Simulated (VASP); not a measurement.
A run of VASP 6.6.1 is set up as follows.

Contents of INCAR:

```
PREC = Accurate ; ENCUT = 520
EDIFF = 1E-7 ; ISMEAR = 0
SIGMA = 0.15 ; LREAL = False
LASPH = True ; NELM = 100
ALGO = Normal ; ISIF = 2
LWAVE = False ; LCHARG = False
NBANDS = 23
```

File KPOINTS:

```
regular mesh
0
Gamma
  14 14 10
```

Contents of POSCAR:

```
HfN
1.0
    0.0000000000     -2.2339756809     -2.2339756809
    0.0000000000      2.2339756809     -2.2339756809
    4.4679513618      0.0000000000      0.0000000000
Hf N
2 2
Direct
    0.5004213252      0.4995786748      0.5000000000
   -0.0004213252      0.0004213252      0.0000000000
    0.5096912425      0.4903087575      0.0000000000
   -0.0096912425      0.0096912425      0.5000000000
```

Potentials or basis: VASP PAW LDA potentials, release 64 (Hf_pv, N).

Command:

```sh
$ cat potpaw_LDA.64/Hf_pv/POTCAR potpaw_LDA.64/N/POTCAR > POTCAR
$ mpirun -np 1 vasp_std > vasp.out
```

Q: Predict the pressure.

A: -0.9 GPa.

Q: Predict the largest force.

A: 0.611 eV/Å.

Q: What does it give for the band gap on the k mesh?

A: Zero (bands 15 and 16 overlap by 6.84 eV).

Stress tensor (GPa, compression positive):
```
-1.63  0.00  0.00
 0.00 -0.08  0.00
 0.00  0.00 -0.95
```

Caveat: the cell differs from its parent crystal (atoms displaced along a vibrational mode); spin-orbit coupling is left out, which moves the levels of the heavy elements.
